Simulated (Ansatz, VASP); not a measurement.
**Ge: VASP beside Ansatz**

```
Ge
1.0
     1.46282   -2.55070    0.00000
     1.46282    2.55070    0.00000
     0.00000    0.00000    4.64746
Ge
2
Direct
  0.66655 0.33345 0.25000
  0.33345 0.66655 0.75000
```

Alike in both runs: task single point; functional LDA; k mesh 11 × 11 × 6; occupations methfessel-paxton of order 1, width 0.05 eV; no spin polarisation.

```csv
,VASP,Ansatz
version,VASP 6.6.1,Ansatz 0.2.0
potentials or method,"VASP PAW LDA potentials, release 64 (Ge_d), cutoff 520 eV","plane waves, PAW"
valence electrons in the cell,28,28
```

|  | VASP | Ansatz | Ansatz less VASP |
| --- | --- | --- | --- |
| pressure (GPa) | 2.9 | 2.9 | -0.02 |
| traceless stress, the component that is largest in VASP (GPa) | 4.92 | 4.90 | -0.026 |

LDA's correlation is that of Perdew and Zunger in VASP and of Perdew and Wang (1992) in Ansatz.
